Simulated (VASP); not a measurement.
The system is Cu3N.

```
Cu N
1.0
     3.80700    0.00000    0.00000
     0.00000    3.80700    0.00000
     0.00000    0.00000    3.80700
Cu N
3 1
Direct
  0.50000 0.00000 0.00000
  0.00000 0.50000 0.00000
  0.00000 0.00000 0.50000
  0.00000 0.00000 0.00000
```

Program: VASP 6.6.1. Alike in all runs: task single point; potentials or basis VASP PAW PBE potentials, release 64 (Cu, N); no spin polarisation; cell as given; k mesh 6 × 6 × 6; cutoff (eV) 600; smearing gaussian 0.01 eV.

Question: Order these runs on this cell by their pressure, lowest first.
A. level PBE
B. level BLYP
C. level PBEsol
D. level RPBE

Answer: C (-3.3 GPa), A (2.8 GPa), D (6.5 GPa), B (8.7 GPa).

Caveats: the PAW data sets were made with another functional, which shifts forces and pressure a little (at least some runs); the cell stands under pressure (at least some runs); the cell stands under tension (at least some runs).
